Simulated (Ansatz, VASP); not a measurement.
## WSe2: VASP beside Ansatz

The input POSCAR:

```
WSe2
1.0
    3.5170138487      0.0000000000      0.0000000000
   -1.7585069244      3.0458233384      0.0000000000
    0.0000000000      0.0000000000     16.6581424200
W Se
1 2
Direct
    0.0000000000      0.0000000000      0.0000000000
    0.3333333333      0.6666666667      0.0997865200
    0.3333333333      0.6666666667      0.9002134800
```

File INCAR.step1:

```
SYSTEM = WSe2
  PREC = Accurate
  ENCUT = 520
  ISMEAR = 0
  SIGMA = 0.05
  LREAL = .FALSE.
  LASPH = .TRUE.
  NELM = 60
  NBANDS = 20
  GGA = PE
  ALGO = Normal
  EDIFF = 1E-4
  LWAVE = .TRUE.
  LCHARG = .FALSE.
```

File INCAR.step2:

```
SYSTEM = WSe2
  PREC = Accurate
  ENCUT = 520
  EDIFF = 1E-7
  ISMEAR = 0
  SIGMA = 0.05
  LREAL = .FALSE.
  LASPH = .TRUE.
  NELM = 60
  ALGO = Normal
  ISIF = 2
  LWAVE = .FALSE.
  LCHARG = .TRUE.
  METAGGA = R2SCAN
  LMIXTAU = .TRUE.
  LELF = .TRUE.
  LVHAR = .TRUE.
  NBANDS = 20
  ISTART = 1
```

The input KPOINTS:

```
Automatic mesh
0
G
  12 12 2
  0 0 0
```

Input for Ansatz:

```yaml
crystal:
  lattice:
    - [3.5170138487, 0.0, 0.0]
    - [-1.7585069244, 3.0458233384, 0.0]
    - [0.0, 0.0, 16.65814242]
  atoms:
    - { symbol: W, position: [0.0, 0.0, 0.0] }
    - { symbol: Se, position: [0.3333333333, 0.6666666667, 0.09978652] }
    - { symbol: Se, position: [0.3333333333, 0.6666666667, 0.90021348] }
basis:
  ecutwfc: 500
kpoints:
  mp_grid: { grid: [12, 12, 2] }
hamiltonian:
  xc: r2scan
scf:
  occupations: { method: gaussian, width: 0.05 }
output:
  forces: true
  stress: true
  eigenvalues: true
```

Change from the starting cell: strain +0.0600 x Voigt [1, 1, 0, 0, 0, 0], atoms carried along.

Alike in both runs: task single point; functional r2SCAN; k mesh 12 × 12 × 2; occupations gaussian, width 0.05 eV; no spin polarisation.

```csv
,VASP,Ansatz
version,VASP 6.6.1,Ansatz 0.2.0
potentials or method,"VASP PAW PBE potentials, release 64 (W_sv, Se), cutoff 520 eV","scalar-relativistic, plane waves, PAW"
valence electrons in the cell,26,46
```

Ansatz gave:

```
gap on the k mesh at the Fermi level (eV) : 1.01
least direct gap on the mesh (eV)         : 1.14
rms of the force components (eV/Å)        : 0.503
```

Q: Which values does VASP return?

A: gap on the k mesh at the Fermi level (eV): 1.01; least direct gap on the mesh (eV): 1.14; rms of the force components (eV/Å): 0.492.

VASP's potentials were made for PBE, not for r2SCAN. Atom by atom the forces differ by 0.012 eV/Å (rms over components). The functional is the same, so the differences come from potentials, cutoffs and numerics. VASP's potentials hold 26 valence electrons a cell and Ansatz's 46, so a difference there can come from the potentials and not from the codes.

Neither program's run includes spin-orbit coupling.
